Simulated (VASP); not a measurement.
The system is MgO (Periclase).

```
Mg O
1.0
     0.00000    2.09751    2.09751
     2.09751    0.00000    2.09751
     2.09751    2.09751    0.00000
Mg O
1 1
Direct
  0.00000 0.00000 0.00000
  0.50000 0.50000 0.50000
```

Base run:

* Program: VASP 6.6.1
* Functional: r2SCAN
* Dispersion: rVV10
* Potentials or basis: VASP PAW PBE potentials, release 64 (Mg, O)
* Cutoff: 520 eV
* k mesh: 8 × 8 × 8
* Occupations: gaussian, width 0.01 eV
* Spin: no spin polarisation

Its results: band gap on the k mesh 5.68 eV, direct; pressure -1.0 GPa.

Q: The run is repeated on the same cell with these changes: potentials or basis from VASP PAW PBE potentials, release 64 (Mg, O) to VASP PAW PBE potentials, release 64 (Mg_sv, O); cutoff from 520 eV to 660 eV; further incar settings from ALGO = Normal; EDIFF = 1e-06; NBANDS = 11 to ALGO = Normal; EDIFF = 1e-06; NBANDS = 15; valence electrons from 8 to 16. What comes out?

A: Band gap on the k mesh 5.74 eV, direct; pressure -0.2 GPa.

Caveats: the PAW data sets were made with another functional, which shifts forces and pressure a little.

